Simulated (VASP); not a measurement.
FeF3, 4 atoms in the cell. The structure is cubic, space group Pm-3m (No. 221). The conventional cell has a = 3.910 Å, b = 3.910 Å, c = 3.910 Å, α = 90.00°, β = 90.00°, γ = 90.00°. Within 2.6 Å of Fe (site symmetry m-3m) lie 6 F at 1.96 Å. F (site symmetry 4/mmm) has 2 Fe at 1.96 Å within 2.6 Å. 

- Program: VASP 6.6.1
- Task: single point
- Functional: PBEsol
- Potentials or basis: VASP PAW PBE potentials, release 64 (Fe, F)
- Cutoff: 520 eV
- k mesh: 8 × 8 × 8
- Occupations: gaussian, width 0.05 eV
- Spin: collinear spin, ferromagnetic start
- Starting moments: [4.28, 0.0, 0.0, 0.0] μB
- Dipole correction: no
- Further INCAR settings: ALGO = Normal; EDIFF = 1e-06; NBANDS = 26

Potentials or basis: VASP PAW PBE potentials, release 64 (Fe, F).

Command:

```console
$ cat potpaw_PBE.64/Fe/POTCAR potpaw_PBE.64/F/POTCAR > POTCAR
$ mpirun -np 1 vasp_std > vasp.out
```

Hardware: 1 thread of AMD EPYC 7R43 64-Core Processor (Zen 3), on a shared host.

Question: Estimate the wall time of this run.

Answer: Wall time 2.1 min on 1 thread of AMD EPYC 7R43 64-Core Processor (Zen 3), with other jobs on the host, peak memory 0.2 GiB. Counts: scf iterations 16, k points 35.
